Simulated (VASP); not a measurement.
# HfN (Fm-3m) in VASP: further runs

HfN is run at these levels: PBE; tasks: electric field gradients.

All numbers are computed with VASP 6.6.1; they aren't measurements. Logs are shortened: lines on timing, memory, paths and dates and some standing lists are left out, and cuts for length are marked.

## 1. The cell of the first run

It takes space group Fm-3m (No. 225, cubic). The conventional cell has a = 4.457 Å, b = 4.457 Å, c = 4.457 Å, α = 90.00°, β = 90.00°, γ = 90.00°. Within 2.9 Å of Hf (site symmetry m-3m) lie 6 N at 2.23 Å. Within 2.9 Å of N (site symmetry m-3m) lie 6 Hf at 2.23 Å.

## 2. Electric field gradients, PBE (volume scaled by 0.96)

The input, INCAR:

```
ALGO = Normal
EDIFF = 1E-8
ENCUT = 520
GGA = PE
ISIF = 2
ISMEAR = -1
LASPH = True
LCHARG = False
LEFG = True
LREAL = False
LWAVE = False
NBANDS = 14
NELM = 60
PREC = Accurate
SIGMA = 0.03
```

The input, KPOINTS:

```
k-points
0
Gamma
  10 10 10
```

The input, POSCAR:

```
HfN
1.0
    0.0000000000      2.2284692304      2.2284692304
    2.2284692304      0.0000000000      2.2284692304
    2.2284692304      2.2284692304      0.0000000000
Hf N
1 1
Direct
    0.0000000000      0.0000000000      0.0000000000
    0.5000000000      0.5000000000      0.5000000000
```

Potentials or basis: VASP PAW PBE potentials, release 64 (Hf_pv, N).

On the command line:

```sh
$ cat potpaw_PBE.64/Hf_pv/POTCAR potpaw_PBE.64/N/POTCAR > POTCAR
$ mpirun -np 1 vasp_std > vasp.out
```

OUTCAR:

```text
EDIFF = 1E-8
   ENCUT = 520
   GGA = PE
   ISIF = 2
   ISMEAR = -1
   LASPH = True
   LREAL = False
   NELM = 60
   PREC = Accurate

 ion  position               nearest neighbor table
   1  0.000  0.000  0.000-   2 2.23   2 2.23   2 2.23   2 2.23   2 2.23   2 2.23
   2  0.500  0.500  0.500-   1 2.23   1 2.23   1 2.23   1 2.23   1 2.23   1 2.23

  LATTYP: Found a face centered cubic cell.
 ALAT       =     4.4569384608

  Lattice vectors:

 A1 = (   0.0000000000,   2.2284692304,   2.2284692304)
 A2 = (   2.2284692304,   0.0000000000,   2.2284692304)
 A3 = (   2.2284692304,   2.2284692304,   0.0000000000)

Analysis of symmetry for initial positions (statically):
=====================================================================
 Subroutine PRICEL returns:
 Original cell was already a primitive cell.

 Routine SETGRP: Setting up the symmetry group for a
 face centered cubic supercell.

 Subroutine GETGRP returns: Found 48 space group operations
 (whereof 48 operations were pure point group operations)
 out of a pool of 48 trial point group operations.

The static configuration has the point symmetry O_h .

Analysis of symmetry for dynamics (positions and initial velocities):
=====================================================================
 Subroutine PRICEL returns:
 Original cell was already a primitive cell.

 Routine SETGRP: Setting up the symmetry group for a
 face centered cubic supercell.

 Subroutine GETGRP returns: Found 48 space group operations
 (whereof 48 operations were pure point group operations)
 out of a pool of 48 trial point group operations.

The dynamic configuration has the point symmetry O_h .

 Subroutine INISYM returns: Found 48 space group operations
 (whereof 48 operations are pure point group operations),
 and found     1 'primitive' translations

----------------------------------------------------------------------------------------

                                     Primitive cell

  volume of cell :      22.1335

  direct lattice vectors                    reciprocal lattice vectors
     0.000000000  2.228469230  2.228469230    -0.224369264  0.224369264  0.224369264
     2.228469230  0.000000000  2.228469230     0.224369264 -0.224369264  0.224369264
     2.228469230  2.228469230  0.000000000     0.224369264  0.224369264 -0.224369264

[... 127 lines left out ...]

  energy without entropy =      -21.69272168  energy(sigma->0) =      -21.69402410

 E-fermi :   8.7924     XC(G=0): -12.9482

 val. band max:        8.7526572467   @ k =  -0.4000   0.3000   0.0000
 cond. band min:       8.8031280761   @ k =  -0.1000   0.1000   0.0000
 fundamental gap:      0.0504708294
 Fermi energy:         8.7923830647

 k-point     1 :       0.0000    0.0000    0.0000
  band No.  band energies     occupation
      1     -22.2300      2.00000
      2     -22.2300      2.00000
      3     -22.2300      2.00000
      4      -9.0042      2.00000
      5       5.6714      2.00000
      6       5.6714      2.00000
      7       5.6714      2.00000
      8       8.3855      2.00000
      9       8.3855      2.00000
     10       8.3855      2.00000
     11      10.8261      0.00000
     12      10.8261      0.00000
     13      10.9485      0.00000
     14      18.4196      0.00000
[... 377 lines left out ...]
      1     -23.0115      2.00000
      2     -22.5345      2.00000
      3     -22.5006      2.00000
      4      -7.5413      2.00000
      5       2.0440      2.00000
      6       4.0406      2.00000
      7       4.5560      2.00000
      8       6.1800      2.00000
      9      13.0637      0.00000
     10      13.6203      0.00000
     11      13.7719      0.00000
     12      13.9507      0.00000
     13      18.3751      0.00000
     14      20.6413      0.00000

 [... further k-points ...]
[... 5 lines left out ...]
  --------------------------------------------------------------------------------------
  -------------------------------------------------------------------------------------
  Total        2.1650330      2.1650330      2.1650330      0.0000000     -0.0000000      0.0000000
  in kB      156.7202771    156.7202771    156.7202771      0.0000000     -0.0000000      0.0000000
  external PRESSURE =     156.7202771 kB  Pullay stress =       0.0000000 kB

 VOLUME and BASIS-vectors are now :
 -----------------------------------------------------------------------------
  energy-cutoff  :      520.00
  volume of cell :       22.13
      direct lattice vectors                 reciprocal lattice vectors
     0.000000000  2.228469230  2.228469230    -0.224369264  0.224369264  0.224369264
     2.228469230  0.000000000  2.228469230     0.224369264 -0.224369264  0.224369264
     2.228469230  2.228469230  0.000000000     0.224369264  0.224369264 -0.224369264

 POSITION                                       TOTAL-FORCE (eV/Angst)
 -----------------------------------------------------------------------------------
      0.00000      0.00000      0.00000         0.000000      0.000000     -0.000000
      2.22847      2.22847      2.22847        -0.000000     -0.000000      0.000000
 -----------------------------------------------------------------------------------
    total drift:                                0.000000     -0.000000     -0.000000

  FREE ENERGIE OF THE ION-ELECTRON SYSTEM (eV)
  ---------------------------------------------------
  free  energy   TOTEN  =       -21.6953265212 eV

  energy  without entropy=      -21.6927216772  energy(sigma->0) =      -21.69402410

 Electric field gradients (V/A^2)
---------------------------------------------------------------------
 ion       V_xx      V_yy      V_zz      V_xy      V_xz      V_yz
---------------------------------------------------------------------
   1       0.000    -0.000    -0.000    -0.000    -0.000    -0.000
   2       0.000    -0.000    -0.000     0.001     0.001     0.001
---------------------------------------------------------------------

 Electric field gradients after diagonalization (V/A^2)
 (convention: |V_zz| > |V_xx| > |V_yy|)
----------------------------------------------------------------------
 ion       V_xx      V_yy      V_zz     asymmetry (V_yy - V_xx)/ V_zz
----------------------------------------------------------------------
   1       0.000     0.000    -0.001       0.000
   2      -0.001    -0.001     0.001       0.000
----------------------------------------------------------------------

           NMR quadrupolar parameters

 Cq : quadrupolar parameter    Cq=e*Q*V_zz/h
 eta: asymmetry parameters     (V_yy - V_xx)/ V_zz
 Q  : nuclear electric quadrupole moment in mb (millibarn)
----------------------------------------------------------------------
 ion       Cq(MHz)       eta       Q (mb)
----------------------------------------------------------------------
   1      -0.000       0.000       1.000
   2       0.000       0.000       1.000
----------------------------------------------------------------------
```

OSZICAR:

```text
N       E                     dE             d eps       ncg     rms          rms(c)
DAV:   1     0.409715305899E+02    0.40972E+02   -0.79328E+03  1324   0.102E+03
DAV:   2    -0.226614601425E+02   -0.63633E+02   -0.59084E+02  1714   0.241E+02
DAV:   3    -0.246938827607E+02   -0.20324E+01   -0.20213E+01  1486   0.352E+01
DAV:   4    -0.247009530520E+02   -0.70703E-02   -0.70694E-02  1626   0.244E+00
DAV:   5    -0.247009905234E+02   -0.37471E-04   -0.37473E-04  1502   0.150E-01    0.532E+01
DAV:   6    -0.217812142169E+02    0.29198E+01   -0.80445E+00  1454   0.224E+01    0.445E+01
DAV:   7    -0.217192638656E+02    0.61950E-01   -0.45086E-01  1664   0.598E+00    0.274E+01
DAV:   8    -0.216994293304E+02    0.19835E-01   -0.79480E-02  1544   0.251E+00    0.564E+00
DAV:   9    -0.216954223644E+02    0.40070E-02   -0.10720E-02  1556   0.848E-01    0.192E+00
DAV:  10    -0.216953578559E+02    0.64509E-04   -0.87423E-04  1738   0.287E-01    0.411E-01
DAV:  11    -0.216953284018E+02    0.29454E-04   -0.65952E-05  1528   0.813E-02    0.978E-02
DAV:  12    -0.216953268386E+02    0.15632E-05   -0.65249E-06  1782   0.218E-02    0.232E-02
DAV:  13    -0.216953265464E+02    0.29223E-06   -0.18180E-07  1550   0.413E-03    0.368E-03
DAV:  14    -0.216953264851E+02    0.61325E-07   -0.84864E-09  1180   0.843E-04    0.410E-03
DAV:  15    -0.216953265155E+02   -0.30449E-07   -0.23220E-09   856   0.490E-04    0.233E-04
DAV:  16    -0.216953265212E+02   -0.56773E-08   -0.35724E-10   790   0.177E-04
   1 F= -.21695327E+02 E0= -.21694024E+02  d E =-.260484E-02
```

It took 9.8 s on 1 thread of AMD EPYC 9R45 (Zen 5), shared host; peak memory 0.11 GiB.

Results:

```
Free energy : -21.6953 eV
Pressure    : 15.7 GPa
```

Caveat: without QUAD_EFG the Cq values of the log hold for a quadrupole moment of 1 mb, not for the nuclei; spin-orbit coupling is left out, which moves the levels of the heavy elements.

## 3. Electric field gradients, PBE (volume scaled by 0.98)

The input, INCAR:

```
SYSTEM = HfN
PREC     = Accurate       ! precision mode
ENCUT    = 520            ! plane-wave cutoff, eV
EDIFF    = 1E-8           ! SCF threshold, eV
ISMEAR   = -1             ! smearing method
SIGMA    = 0.03           ! smearing width, eV
LREAL    = .False.        ! projectors in reciprocal space
LASPH    = .True.         ! aspherical terms in the spheres
NELM     = 60             ! most SCF steps
ALGO     = Normal         ! electronic algorithm
ISIF     = 2              ! what is computed and relaxed
LWAVE    = .False.        ! write WAVECAR
LCHARG   = .False.        ! write CHGCAR
GGA      = PE             ! functional
LEFG     = .True.       
NBANDS   = 14             ! bands
```

The input, KPOINTS:

```
regular mesh
0
Gamma
  10 10 10
  0 0 0
```

The input, POSCAR:

```
HfN
1.0
    0.0000000000      2.2438384694      2.2438384694
    2.2438384694      0.0000000000      2.2438384694
    2.2438384694      2.2438384694      0.0000000000
Hf N
1 1
Direct
    0.0000000000      0.0000000000      0.0000000000
    0.5000000000      0.5000000000      0.5000000000
```

Potentials or basis: VASP PAW PBE potentials, release 64 (Hf_pv, N).

On the command line:

```sh
$ cat potpaw_PBE.64/Hf_pv/POTCAR potpaw_PBE.64/N/POTCAR > POTCAR
$ mpirun -np 1 vasp_std > vasp.out
```

OUTCAR:

```text
SYSTEM = HfN
   PREC = Accurate
   ENCUT = 520
   EDIFF = 1E-8
   ISMEAR = -1
   LREAL = .False.
   LASPH = .True.
   NELM = 60
   ISIF = 2
   GGA = PE

 ion  position               nearest neighbor table
   1  0.000  0.000  0.000-   2 2.24   2 2.24   2 2.24   2 2.24   2 2.24   2 2.24
   2  0.500  0.500  0.500-   1 2.24   1 2.24   1 2.24   1 2.24   1 2.24   1 2.24

  LATTYP: Found a face centered cubic cell.
 ALAT       =     4.4876769388

  Lattice vectors:

 A1 = (   0.0000000000,   2.2438384694,   2.2438384694)
[... 620 lines left out ...]
  ---------------------------------------------------
  free  energy   TOTEN  =       -21.7309965569 eV

  energy  without entropy=      -21.7283647442  energy(sigma->0) =      -21.72968065

 Electric field gradients (V/A^2)
---------------------------------------------------------------------
 ion       V_xx      V_yy      V_zz      V_xy      V_xz      V_yz
---------------------------------------------------------------------
   1       0.000    -0.000     0.000    -0.000    -0.000    -0.000
   2      -0.000    -0.000     0.000     0.001     0.001     0.001
---------------------------------------------------------------------

 Electric field gradients after diagonalization (V/A^2)
 (convention: |V_zz| > |V_xx| > |V_yy|)
----------------------------------------------------------------------
 ion       V_xx      V_yy      V_zz     asymmetry (V_yy - V_xx)/ V_zz
----------------------------------------------------------------------
   1       0.000     0.000    -0.001       0.000
   2      -0.001    -0.001     0.002       0.000
----------------------------------------------------------------------

           NMR quadrupolar parameters

 Cq : quadrupolar parameter    Cq=e*Q*V_zz/h
 eta: asymmetry parameters     (V_yy - V_xx)/ V_zz
 Q  : nuclear electric quadrupole moment in mb (millibarn)
----------------------------------------------------------------------
 ion       Cq(MHz)       eta       Q (mb)
----------------------------------------------------------------------
   1      -0.000       0.000       1.000
   2       0.000       0.000       1.000
----------------------------------------------------------------------
```

stdout:

```text
POSCAR found type information on POSCAR HfN
 POSCAR found :  2 types and       2 ions
 scaLAPACK will be used
 LDA part: xc-table for (Slater+PW92), standard interpolation
 POSCAR, INCAR and KPOINTS ok, starting setup
 FFT: planning ... GRIDC
 FFT: planning ... GRID_SOFT
 FFT: planning ... GRID
 WAVECAR not read
 entering main loop
ion   1

ion   2
```

Run time: 9.8 s. Hardware: 1 thread of AMD EPYC 9R45 (Zen 5), shared host; peak memory 0.12 GiB.

What came out:

| Quantity | Value |
| --- | --- |
| Free energy | -21.7310 eV |
| Pressure | 9.0 GPa |

Levels at points of the mesh, in eV from the Fermi level:
```csv
k point,band 6,band 7,band 8,band 9,band 10,band 11
"(0.00, 0.00, 0.00)",-3.10,-3.10,-0.39,-0.39,-0.39,1.95
"(0.50, 0.00, 0.00)",-6.33,-6.33,3.33,3.77,3.77,4.50
"(0.50, 0.50, 0.00)",-3.94,-3.75,-3.75,4.18,5.65,5.65
```

Caveat: without QUAD_EFG the Cq values of the log hold for a quadrupole moment of 1 mb, not for the nuclei; spin-orbit coupling is left out, which moves the levels of the heavy elements.
